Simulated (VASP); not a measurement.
A run of VASP 6.6.1 is set up as follows.

Contents of INCAR:

```
SYSTEM = BaHf3H2
ALGO = Normal ; EDIFF = 1E-7
EDIFFG = -0.04 ; ENCUT = 600
GGA = PE ; IBRION = 2
ISIF = 3 ; ISMEAR = 0
LASPH = .True. ; LCHARG = .False.
LREAL = .False. ; LWAVE = .False.
NELM = 100 ; NSW = 90
PREC = Accurate ; SIGMA = 0.1
```

KPOINTS

```
k-points
0
Gamma
  4 4 4
  0 0 0
```

The input POSCAR:

```
BaHf3H2
1.0
   -2.9890902400      2.9890902400      3.5042968900
    2.9890902400     -2.9890902400      3.5042968900
    2.9890902400      2.9890902400     -3.5042968900
Ba Hf H
1 3 2
Direct
    0.0000000000      0.0000000000      0.0000000000
    0.7500000000      0.2500000000      0.5000000000
    0.2500000000      0.7500000000      0.5000000000
    0.5000000000      0.5000000000      0.0000000000
    0.5000000000      0.0000000000      0.5000000000
    0.0000000000      0.5000000000      0.5000000000
```

Potentials or basis: VASP PAW PBE potentials, release 64 (Ba_sv, Hf_pv, H).

Launch:

```sh
$ cat potpaw_PBE.64/Ba_sv/POTCAR potpaw_PBE.64/Hf_pv/POTCAR potpaw_PBE.64/H/POTCAR > POTCAR
$ mpirun -np 1 vasp_std > vasp.out
```

Problem. Predict the space group after relaxing (to 0.1 Å).

Solution. I4/mmm (No. 139).

Problem. Estimate the relaxed volume.

Solution. 18.09 Å³/atom.

The path:
```tsv
step	energy change (eV)	largest force (eV/Å)	pressure (GPa)	volume (Å³)
1	0.0000	0.0000	0.28	125.24
2	-0.7933	0.0000	-3.97	125.25
3	-0.9872	0.0000	-5.26	124.80
4	-1.2755	0.0000	-6.38	123.07
5	-1.4917	0.0000	-5.02	116.59
6	-1.3877	0.0000	-6.59	121.76
7	-1.6434	0.0000	5.07	102.37
8	-1.7329	0.0000	0.32	108.16
9	-1.7327	0.0000	0.13	108.42
10	-1.7352	0.0000	0.06	108.48
11	-1.7368	0.0000	-0.03	108.55
```
